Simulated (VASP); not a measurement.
# MgSi24C23 (a cell with a defect) (Moissanite) in VASP: a series of runs

The runs below take MgSi24C23 (a cell with a defect) (Moissanite) through single point, with PBE.

Everything below comes from runs of VASP 6.6.1. Logs are shortened: lines on timing, memory, paths and dates and some standing lists are left out, and cuts for length are marked.

## 1. The cell of the first run

The cell holds a defect, 48 atoms: a = 6.152 Å, b = 9.228 Å, c = 10.096 Å, α = 90.00°, β = 90.00°, γ = 120.00°.

## 2. Single point, PBE

File INCAR:

```
  PREC = Accurate
  ENCUT = 520
  EDIFF = 1E-7
  ISMEAR = -1
  SIGMA = 0.01
  LREAL = Auto
  LASPH = True
  NELM = 100
  ALGO = Normal
  ISIF = 2
  LWAVE = False
  LCHARG = False
  GGA = PE
  NELECT = 192.0
  NBANDS = 125
```

File KPOINTS:

```
regular mesh
0
Gamma
  4 3 2
```

File POSCAR:

```
MgSi24C23
1.0
    6.1520000000      0.0000000000      0.0000000000
   -4.6140000000      7.9916824260      0.0000000000
    0.0000000000      0.0000000000     10.0960000000
Si Mg C
24 1 23
Direct
    0.1666666666      0.2222222222      0.0000000000
    0.1666666666      0.2222222222      0.5000000000
    0.1666666666      0.5555555556      0.0000000000
    0.1666666666      0.5555555556      0.5000000000
    0.1666666666      0.8888888889      0.0000000000
    0.1666666666      0.8888888889      0.5000000000
    0.6666666666      0.2222222222      0.0000000000
    0.6666666666      0.2222222222      0.5000000000
    0.6666666666      0.5555555556      0.0000000000
    0.6666666666      0.5555555556      0.5000000000
    0.6666666666      0.8888888889      0.0000000000
    0.6666666666      0.8888888889      0.5000000000
    0.3333333334      0.1111111111      0.2500000000
    0.3333333334      0.1111111111      0.7500000000
    0.3333333334      0.4444444444      0.2500000000
    0.3333333334      0.4444444444      0.7500000000
    0.3333333334      0.7777777778      0.2500000000
    0.3333333334      0.7777777778      0.7500000000
    0.8333333334      0.1111111111      0.2500000000
    0.8333333334      0.1111111111      0.7500000000
    0.8333333334      0.4444444444      0.2500000000
    0.8333333334      0.4444444444      0.7500000000
    0.8333333334      0.7777777778      0.2500000000
    0.8333333334      0.7777777778      0.7500000000
    0.1666666666      0.2222222222      0.1925000000
    0.1666666666      0.2222222222      0.6925000000
    0.1666666666      0.5555555556      0.1925000000
    0.1666666666      0.5555555556      0.6925000000
    0.1666666666      0.8888888889      0.1925000000
    0.1666666666      0.8888888889      0.6925000000
    0.6666666666      0.2222222222      0.1925000000
    0.6666666666      0.2222222222      0.6925000000
    0.6666666666      0.5555555556      0.1925000000
    0.6666666666      0.5555555556      0.6925000000
    0.6666666666      0.8888888889      0.1925000000
    0.6666666666      0.8888888889      0.6925000000
    0.3333333334      0.1111111111      0.4425000000
    0.3333333334      0.1111111111      0.9425000000
    0.3333333334      0.4444444444      0.4425000000
    0.3333333334      0.4444444444      0.9425000000
    0.3333333334      0.7777777778      0.4425000000
    0.3333333334      0.7777777778      0.9425000000
    0.8333333334      0.1111111111      0.4425000000
    0.8333333334      0.1111111111      0.9425000000
    0.8333333334      0.4444444444      0.4425000000
    0.8333333334      0.4444444444      0.9425000000
    0.8333333334      0.7777777778      0.4425000000
    0.8333333334      0.7777777778      0.9425000000
```

Potentials or basis: VASP PAW PBE potentials, release 64 (Si, Mg, C).

Command:

```
cat potpaw_PBE.64/Si/POTCAR potpaw_PBE.64/Mg/POTCAR potpaw_PBE.64/C/POTCAR > POTCAR
mpirun -np 1 vasp_std > vasp.out
```

OUTCAR:

```text
PREC = Accurate
   ENCUT = 520
   EDIFF = 1E-7
   ISMEAR = -1
   LREAL = Auto
   LASPH = True
   NELM = 100
   ISIF = 2
   GGA = PE
   NELECT = 192.0

 ion  position               nearest neighbor table
   1  0.167  0.222  0.000-  44 1.87  40 1.87  38 1.87  25 1.94   5 3.08  11 3.08   7 3.08   7 3.08
                             9 3.08   3 3.08  19 3.09  20 3.09  15 3.09  16 3.09  13 3.09  14 3.09
   2  0.167  0.222  0.500-  43 1.87  39 1.87  37 1.87  26 1.94   6 3.08  12 3.08   8 3.08   8 3.08
                            10 3.08   4 3.08  19 3.09  20 3.09  15 3.09  16 3.09  13 3.09  14 3.09
   3  0.167  0.556  0.000-  46 1.87  42 1.87  40 1.87  27 1.94   5 3.08  11 3.08   9 3.08   9 3.08
                             7 3.08   1 3.08  21 3.09  22 3.09  17 3.09  18 3.09  15 3.09  16 3.09
   4  0.167  0.556  0.500-  45 1.87  41 1.87  39 1.87  28 1.94   6 3.08  12 3.08  10 3.08  10 3.08
                             8 3.08   2 3.08  21 3.09  22 3.09  17 3.09  18 3.09  15 3.09  16 3.09
   5  0.167  0.889  0.000-  48 1.87  38 1.87  42 1.87  29 1.94   3 3.08   1 3.08   9 3.08   7 3.08
                            11 3.08  11 3.08  23 3.09  24 3.09  13 3.09  14 3.09  17 3.09  18 3.09
   6  0.167  0.889  0.500-  47 1.87  37 1.87  41 1.87  30 1.94   4 3.08   2 3.08  10 3.08   8 3.08
                            12 3.08  12 3.08  23 3.09  24 3.09  13 3.09  14 3.09  17 3.09  18 3.09
   7  0.667  0.222  0.000-  38 1.87  46 1.87  44 1.87  31 1.94  11 3.08   5 3.08   1 3.08   1 3.08
                             3 3.08   9 3.08  13 3.09  14 3.09  21 3.09  22 3.09  19 3.09  20 3.09
   8  0.667  0.222  0.500-  37 1.87  45 1.87  43 1.87  32 1.94  12 3.08   6 3.08   2 3.08   2 3.08
                             4 3.08  10 3.08  13 3.09  14 3.09  21 3.09  22 3.09  19 3.09  20 3.09
   9  0.667  0.556  0.000-  40 1.87  48 1.87  46 1.87  33 1.94  11 3.08   5 3.08   3 3.08   3 3.08
[... 16 lines left out ...]
                            21 3.08  15 3.08  11 3.09  12 3.09   3 3.09   4 3.09   5 3.09   6 3.09
  18  0.333  0.778  0.750-  36 1.87  28 1.87  30 1.87  42 1.94  14 3.08  20 3.08  24 3.08  24 3.08
                            22 3.08  16 3.08  11 3.09  12 3.09   3 3.09   4 3.09   5 3.09   6 3.09
  19  0.833  0.111  0.250-  25 1.87  35 1.87  31 1.87  43 1.94  21 3.08  23 3.08  15 3.08  17 3.08
                            13 3.08  13 3.08   1 3.09   2 3.09  11 3.09  12 3.09   7 3.09   8 3.09
  20  0.833  0.111  0.750-  26 1.87  36 1.87  32 1.87  44 1.94  22 3.08  24 3.08  16 3.08  18 3.08
                            14 3.08  14 3.08   1 3.09   2 3.09  11 3.09  12 3.09   7 3.09   8 3.09
  21  0.833  0.444  0.250-  27 1.87  31 1.87  33 1.87  45 1.94  19 3.08  13 3.08  15 3.08  15 3.08
                            17 3.08  23 3.08   3 3.09   4 3.09   7 3.09   8 3.09   9 3.09  10 3.09
  22  0.833  0.444  0.750-  28 1.87  32 1.87  34 1.87  46 1.94  20 3.08  14 3.08  16 3.08  16 3.08
                            18 3.08  24 3.08   3 3.09   4 3.09   7 3.09   8 3.09   9 3.09  10 3.09
  23  0.833  0.778  0.250-  29 1.87  33 1.87  35 1.87  47 1.94  19 3.08  13 3.08  17 3.08  17 3.08
                            15 3.08  21 3.08   5 3.09   6 3.09   9 3.09  10 3.09  11 3.09  12 3.09
  24  0.833  0.778  0.750-  30 1.87  34 1.87  36 1.87  48 1.94  20 3.08  14 3.08  18 3.08  18 3.08
                            16 3.08  22 3.08   5 3.09   6 3.09   9 3.09  10 3.09  11 3.09  12 3.09
  25  0.167  0.222  0.193-  19 1.87  15 1.87  13 1.87   1 1.94   2 3.10
  26  0.167  0.222  0.693-  20 1.87  16 1.87  14 1.87   2 1.94
  27  0.167  0.556  0.193-  21 1.87  17 1.87  15 1.87   3 1.94
  28  0.167  0.556  0.693-  22 1.87  18 1.87  16 1.87   4 1.94
  29  0.167  0.889  0.193-  23 1.87  13 1.87  17 1.87   5 1.94
  30  0.167  0.889  0.693-  24 1.87  14 1.87  18 1.87   6 1.94
  31  0.667  0.222  0.193-  13 1.87  21 1.87  19 1.87   7 1.94
[... 15 lines left out ...]
  47  0.833  0.778  0.443-   6 1.87  10 1.87  12 1.87  23 1.94
  48  0.833  0.778  0.943-   5 1.87   9 1.87  11 1.87  24 1.94

  LATTYP: Found a simple monoclinic cell.
 ALAT       =     6.1520000000
 B/A-ratio  =     1.6410923277
 C/A-ratio  =     1.3228756555
 COS(beta)  =    -0.1889822365

  Lattice vectors:

 A1 = (   6.1520000000,   0.0000000000,   0.0000000000)
 A2 = (   0.0000000000,   0.0000000000,  10.0960000000)
 A3 = (  -1.5380000000,  -7.9916824260,   0.0000000000)

Analysis of symmetry for initial positions (statically):
=====================================================================
 Subroutine PRICEL returns:
 Original cell was already a primitive cell.

 Routine SETGRP: Setting up the symmetry group for a
 simple monoclinic supercell.

 Subroutine GETGRP returns: Found  1 space group operations
 (whereof  1 operations were pure point group operations)
 out of a pool of  4 trial point group operations.

The static configuration has the point symmetry C_1 .

Analysis of symmetry for dynamics (positions and initial velocities):
=====================================================================
 Subroutine PRICEL returns:
 Original cell was already a primitive cell.

 Routine SETGRP: Setting up the symmetry group for a
 simple monoclinic supercell.

 Subroutine GETGRP returns: Found  1 space group operations
 (whereof  1 operations were pure point group operations)
 out of a pool of  4 trial point group operations.
[... 151 lines left out ...]
  0.250000  0.000000  0.000000      2.000000
  0.500000  0.000000  0.000000      1.000000
  0.000000  0.333333  0.000000      2.000000
  0.250000  0.333333  0.000000      2.000000
  0.500000  0.333333  0.000000      2.000000
 -0.250000  0.333333  0.000000      2.000000
  0.000000  0.000000  0.500000      1.000000
  0.250000  0.000000  0.500000      2.000000
  0.500000  0.000000  0.500000      1.000000
  0.000000  0.333333  0.500000      2.000000
  0.250000  0.333333  0.500000      2.000000
  0.500000  0.333333  0.500000      2.000000
 -0.250000  0.333333  0.500000      2.000000
   k-points           NKPTS =     14   k-points in BZ     NKDIM =     14   number of bands    NBANDS=    125
   number of dos      NEDOS =    301   number of ions     NIONS =     48
   total plane-waves  NPLWV = 268800
   dimension x,y,z NGX =    48 NGY =   70 NGZ =   80
   dimension x,y,z NGXF=    96 NGYF=  140 NGZF=  160
   ions per type =              24   1  23
   NGX,Y,Z   is equivalent  to a cutoff of  12.97, 12.61, 13.17 a.u.
   NGXF,Y,Z  is equivalent  to a cutoff of  25.94, 25.22, 26.35 a.u.
 SYSTEM =  unknown system
   PREC   = accura    normal or accurate (medium, high low for compatibility)
   ISTART =      0    job   : 0-new  1-cont  2-samecut
   ICHARG =      2    charge: 1-file 2-atom 10-const
   ISPIN  =      1    spin polarized calculation?
   LNONCOLLINEAR =      F non collinear calculations
   LSORBIT =      F    spin-orbit coupling
   LASPH  =      T    aspherical Exc in radial PAW
   ENCUT  =  520.0 eV  38.22 Ry    6.18 a.u.  11.44 17.16 18.77*2*pi/ulx,y,z
   NELM   =    100;   NELMIN=  2; NELMDL= -5     # of ELM steps
   EDIFF  = 0.1E-06   stopping-criterion for ELM
   LREAL  =      T    real-space projection
   EDIFFG = 0.1E-05   stopping-criterion for IOM
   NSW    =      0    number of steps for IOM
   IBRION =     -1    ionic relax: 0-MD 1-quasi-New 2-CG
   NFREE  =      0    steps in history (QN), initial steepest desc. (CG)
   ISIF   =      2    stress and relaxation
   ISYM   =      2    0-nonsym 1-usesym 2-fastsym
   POTIM  = 0.5000    time-step for ionic-motion
   TEBEG  =    0.0;   TEEND  =   0.0 temperature during run
   PSTRESS=    0.0 pullay stress
   NELECT =     192.0000    total number of electrons
   NUPDOWN=      -1.0000    fix difference up-down
   EMIN   =  10.00;   EMAX   =-10.00  energy-range for DOS
   EFERMI =   0.00;   METHOD = LEGACY
   ISMEAR =    -1;   SIGMA  =   0.01  broadening in eV -4-tet -1-fermi 0-gaus
   EFERMI_NEDOS =   21; number of points for ismear=-14 and -15
   IALGO  =     38    algorithm
   IMIX   =      4    mixing-type and parameters
     AMIX     =   0.40;   BMIX     =  1.00
     AMIX_MAG =   1.60;   BMIX_MAG =  1.00
  volume/ion in A,a.u.               =      10.34        69.78
  Fermi-wavevector in a.u.,A,eV,Ry     =   1.192817  2.254098 19.358549  1.422813
  Thomas-Fermi vector in A             =   2.328847
   LORBIT       =      0    0 simple, 1 ext, 2 COOP (PROOUT), +10 PAW based schemes
   GGA     = PE    functional components
   LHFCALC =     F    Hartree Fock is set to
   AEXX    =    0.0000 exact exchange contribution
   IVDW    =     0    specifies the selected vdW correction
   LEPSILON=     F    determine dielectric tensor
   LRPA    =     F    only Hartree local field effects (RPA)
 non-spin polarized calculation
  energy-cutoff  :      520.00
  volume of cell :      496.37
 maximum number of plane-waves:     13404
 NGX is ok and might be reduce to    48
   NGX = 23   NGY = 35   NGZ = 37

 number of electron     192.0000004 magnetization

 Free energy of the ion-electron system (eV)
  ---------------------------------------------------
  ext. energy  EPLUGINS =         0.00000000
  ---------------------------------------------------
  free energy    TOTEN  =      -315.17301532 eV

  energy without entropy =     -315.17131343  energy(sigma->0) =     -315.17216437

 E-fermi :  10.8488     XC(G=0): -11.4310

 val. band max:       10.8351057105   @ k =   0.0000   0.3333   0.0000
 cond. band min:      10.8494431413   @ k =   0.0000   0.0000   0.0000
 fundamental gap:      0.0143374308
 Fermi energy:        10.8488308576

 k-point     1 :       0.0000    0.0000    0.0000
  band No.  band energies     occupation
      1      -7.3429      2.00000
      2      -6.1887      2.00000
      3      -6.0024      2.00000
      4      -5.5360      2.00000
      5      -5.4163      2.00000
      6      -4.4619      2.00000
[... 1543 lines left out ...]
    107      12.8850      0.00000
    108      12.9675      0.00000
 [bands above 108 left out]

------------------------ aborting loop because EDIFF is reached ----------------------------------------

  FORCE on cell =-STRESS in cart. coord.  units (eV):
  Direction    XX          YY          ZZ          XY          YZ          ZX
  --------------------------------------------------------------------------------------
  -------------------------------------------------------------------------------------
  Total       76.7020011     79.6208399     63.5003236      0.0970282     -0.1881372      0.0480012
  in kB      247.5787640    257.0001938    204.9663817      0.3131878     -0.6072692      0.1549382
  external PRESSURE =     236.5151132 kB  Pullay stress =       0.0000000 kB

 VOLUME and BASIS-vectors are now :
 -----------------------------------------------------------------------------
  energy-cutoff  :      520.00
  volume of cell :      496.37
      direct lattice vectors                 reciprocal lattice vectors
     6.152000000  0.000000000  0.000000000     0.162548765  0.093847573  0.000000000
    -4.614000000  7.991682426  0.000000000     0.000000000  0.125130097  0.000000000
     0.000000000  0.000000000 10.096000000     0.000000000  0.000000000  0.099049128

 POSITION                                       TOTAL-FORCE (eV/Angst)
 -----------------------------------------------------------------------------------
     -0.00000      1.77593      0.00000        -0.008020     -0.008315     -7.631691
     -0.00000      1.77593      5.04800         0.001133     -0.033042      0.141315
     -1.53800      4.43982      0.00000         0.216497     -0.163575      1.239955
     -1.53800      4.43982      5.04800         0.352668     -0.062835      0.580576
     -3.07600      7.10372      0.00000         0.013453      0.338176      1.262436
     -3.07600      7.10372      5.04800         0.142821      0.386944      0.566930
[... 40 lines left out ...]
      1.53800      6.21575      4.46748         0.028821     -0.064068     -0.651770
      1.53800      6.21575      9.51548         0.022785     -0.050396     -1.008668
 -----------------------------------------------------------------------------------
    total drift:                               -0.005996      0.001451     -0.131952

  FREE ENERGIE OF THE ION-ELECTRON SYSTEM (eV)
  ---------------------------------------------------
  free  energy   TOTEN  =      -315.1730153204 eV

  energy  without entropy=     -315.1713134274  energy(sigma->0) =     -315.17216437
```

It took 26 min on 1 thread of AMD EPYC 9R45 (Zen 5), shared host; peak memory 0.87 GiB.

Results:

| Property | Result |
| --- | --- |
| Free energy | -315.1730 eV |
| Largest force | 10.761 eV/Å |

Forces in eV/Å, atoms in the order of the input:
```
Si  -0.008 -0.008 -7.632
Si   0.001 -0.033  0.141
Si   0.216 -0.164  1.240
Si   0.353 -0.063  0.581
Si   0.013  0.338  1.262
Si   0.143  0.387  0.567
Si  -0.001 -0.254  1.274
Si  -0.003 -0.497  0.585
Si  -0.211 -0.170  1.168
Si  -0.348 -0.077  0.599
Si  -0.015  0.301  1.193
Si  -0.145  0.330  0.586
Si   8.505 -5.011  4.113
Si   0.183 -0.009  1.103
Si  -0.021  9.934  4.137
Si  -0.003  0.140  1.095
Si  -0.134 -0.199  0.208
Si   0.012 -0.007  0.926
Si  -8.465 -4.984  4.139
Si  -0.188 -0.013  1.104
Si   0.074 -0.315  0.361
Si  -0.003 -0.062  0.889
Si   0.135  0.154  0.344
Si  -0.013 -0.054  0.894
Mg   0.003 -0.002 -1.823
C   -0.003  0.000 -0.812
C   -0.626  0.851 -0.760
C   -0.191  0.043 -0.850
C    0.602 -0.696 -0.768
C   -0.089 -0.189 -0.857
C   -0.027  0.100 -0.895
C   -0.002  0.305 -0.870
C    0.620  1.136 -0.776
C    0.190  0.048 -0.843
C   -0.632 -1.081 -0.781
C    0.083 -0.188 -0.851
C    0.571 -0.350  0.365
C    0.500 -0.337 -2.022
C    0.001  0.764  0.404
C    0.003  0.662 -2.042
C   -0.023 -0.053 -0.636
C   -0.018 -0.048 -1.034
C   -0.576 -0.357  0.369
C   -0.501 -0.345 -2.028
C   -0.008  0.096 -0.677
C   -0.006  0.093 -1.029
C    0.029 -0.064 -0.652
C    0.023 -0.050 -1.009
```

Caveat: the cell carries a net charge on a neutralising background, which shifts energy and pressure; the cell is charged against a uniform background, so pressure and absolute levels hang on convention.

(Part 1 of 2 ends here.)
